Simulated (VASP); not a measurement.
A run of VASP 6.6.1:

INCAR

```
PREC = Accurate ; ENCUT = 520
EDIFF = 1E-6 ; ISMEAR = -1
SIGMA = 0.1 ; LREAL = False
LASPH = True ; NELM = 80
ALGO = Normal ; ISIF = 2
LWAVE = False ; LCHARG = False
GGA = PE ; NBANDS = 16
```

File KPOINTS:

```
Automatic mesh
0
Gamma
  12 12 12
```

File POSCAR:

```
NbSi
1.0
    0.0000000000      2.4715146530      2.4715146530
    2.4715146530      0.0000000000      2.4715146530
    2.4715146530      2.4715146530      0.0000000000
Nb Si
1 1
Direct
    0.0000000000      0.0000000000      0.0000000000
    0.2500000000      0.2500000000      0.2500000000
```

Potentials or basis: VASP PAW PBE potentials, release 64 (Nb_sv, Si).

The run is started by

```sh
$ cat potpaw_PBE.64/Nb_sv/POTCAR potpaw_PBE.64/Si/POTCAR > POTCAR
$ mpirun -np 1 vasp_std > vasp.out
```

Hardware: 1 thread of Intel Xeon 8259CL, with other jobs on the host.

Problem. Estimate the wall time of this run.

Solution. Wall time 59 s on 1 thread of Intel Xeon 8259CL (shared host), peak memory 0.18 GiB. Counts: scf iterations 13, k points 72.
